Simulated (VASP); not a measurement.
Set up this calculation in VASP 6.6.1, as the native input.

```
Task                    : single point
Functional              : PBE
Potentials or basis     : VASP PAW PBE potentials, release 64 (Cd, S)
Cutoff                  : 400 eV
k mesh                  : 8 × 8 × 8
Occupations             : gaussian, width 0.02 eV
Spin                    : non-collinear spin, zero start, spin-orbit coupling
Starting moments        : [[0.0, 0.0, 0.0], [0.0, 0.0, 0.0]] μB
Dipole correction       : no
k mesh for the DOS      : 12 × 12 × 12
Occupations for the DOS : tetrahedron
Further INCAR settings  : ALGO = Normal; EDIFF = 1e-06
```

The system is CdS.

```
CELL_PARAMETERS angstrom
0.00000 2.96321 2.96321
2.96321 0.00000 2.96321
2.96321 2.96321 0.00000
ATOMIC_POSITIONS crystal
Cd 0.00000 0.00000 0.00000
S 0.25000 0.25000 0.25000
```

One way to write it, as run:

POSCAR

```
CdS
1.0
    0.0000000000      2.9632113921      2.9632113921
    2.9632113921      0.0000000000      2.9632113921
    2.9632113921      2.9632113921      0.0000000000
Cd S
1 1
Direct
    0.0000000000      0.0000000000      0.0000000000
    0.2500000000      0.2500000000      0.2500000000
```

INCAR.step1

```
SYSTEM = CdS
PREC     = Accurate       ! precision mode
ENCUT    = 400            ! plane-wave cutoff, eV
EDIFF    = 1E-6           ! SCF threshold, eV
ISMEAR   = 0              ! smearing method
SIGMA    = 0.02           ! smearing width, eV
LREAL    = .FALSE.        ! projectors in reciprocal space
LASPH    = .TRUE.         ! aspherical terms in the spheres
NELM     = 200            ! most SCF steps
ALGO     = Normal         ! electronic algorithm
ISIF     = 2              ! what is computed and relaxed
LWAVE    = .FALSE.        ! write WAVECAR
LCHARG   = .TRUE.         ! write CHGCAR
MAGMOM   = 0 0 0 0 0 0    ! initial moments
LSORBIT  = .TRUE.         ! spin-orbit coupling
GGA_COMPAT= .FALSE.      
LORBMOM  = .TRUE.       
GGA      = PE             ! functional
NBANDS   = 30             ! bands
NEDOS    = 2001           ! points of the DOS
LORBIT   = 11             ! projections on sites
```

KPOINTS.step1

```
regular mesh
0
G
  8 8 8
  0 0 0
```

INCAR.step2

```
SYSTEM = CdS
PREC     = Accurate       ! precision mode
ENCUT    = 400            ! plane-wave cutoff, eV
EDIFF    = 1E-6           ! SCF threshold, eV
ISMEAR   = -5             ! smearing method
SIGMA    = 0.02           ! smearing width, eV
LREAL    = .FALSE.        ! projectors in reciprocal space
LASPH    = .TRUE.         ! aspherical terms in the spheres
NELM     = 200            ! most SCF steps
ALGO     = Normal         ! electronic algorithm
ISIF     = 2              ! what is computed and relaxed
LWAVE    = .FALSE.        ! write WAVECAR
LCHARG   = .FALSE.        ! write CHGCAR
MAGMOM   = 0 0 0 0 0 0    ! initial moments
LORBIT   = 11             ! projections on sites
LSORBIT  = .TRUE.         ! spin-orbit coupling
GGA_COMPAT= .FALSE.      
LORBMOM  = .TRUE.       
GGA      = PE             ! functional
NEDOS    = 2001           ! points of the DOS
ICHARG   = 11             ! starting density
```

KPOINTS.step2

```
regular mesh
0
G
  12 12 12
  0 0 0
```

Potentials or basis: VASP PAW PBE potentials, release 64 (Cd, S).

Command:

```bash
$ cat potpaw_PBE.64/Cd/POTCAR potpaw_PBE.64/S/POTCAR > POTCAR
$ cp INCAR.step1 INCAR
$ cp KPOINTS.step1 KPOINTS
$ mpirun -np 1 vasp_ncl > vasp.out
$ cp INCAR.step2 INCAR
$ cp KPOINTS.step2 KPOINTS
$ mpirun -np 1 vasp_ncl > vasp.out
```

Results of the run:

```
Net moment                                            : 0.00 μB per cell
Valence electrons inside the program's atomic spheres : Cd 10.28; S 3.71
```

Wall time 4.4 min on 1 thread of Intel(R) Xeon(R) Platinum 8259CL CPU @ 2.50GHz (Skylake/Cascade Lake) (shared host), peak memory 0.33 GiB.
